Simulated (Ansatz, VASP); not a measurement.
**Two plane-wave programs on FeO**

```
Fe O
1.0
     0.00000    2.15540    2.15540
     2.15540    0.00000    2.15540
     2.15540    2.15540    0.00000
Fe O
1 1
Direct
  0.00000 0.00000 0.00000
  0.50000 0.50000 0.50000
```

Alike in both runs: task single point; functional PBEsol; k mesh 9 × 9 × 9; occupations fermi-dirac, width 0.05 eV; collinear spin.

|  | VASP | Ansatz |
| --- | --- | --- |
| version | VASP 6.6.1 | Ansatz 0.2.0 |
| potentials or method | VASP PAW PBE potentials, release 64 (Fe_sv, O) | Ansatz PAW |
| plane-wave cutoff (eV) | 600 | 420 |
| valence electrons in the cell | 22 | 22 |

VASP gave:

| Property | Result |
| --- | --- |
| gap on the k mesh at the Fermi level (eV) | none |
| pressure (GPa) | -10.8 |
| net moment per atom (μB) | 2.00 |
| size of the moment on the site where the two differ most (μB) | 0.30 |

**Question.** Estimate Ansatz's values.

**Answer.** gap on the k mesh at the Fermi level (eV): none; pressure (GPa): -8.5; net moment per atom (μB): 2.00; size of the moment on the site where the two differ most (μB): 0.33.

VASP's potentials were made for PBE, not for PBEsol. Site moments also hang on the region over which each program counts them. A gap of «none» marks a metal or a gap that the smearing closes. The functional is the same, so the differences come from potentials, cutoffs and numerics.
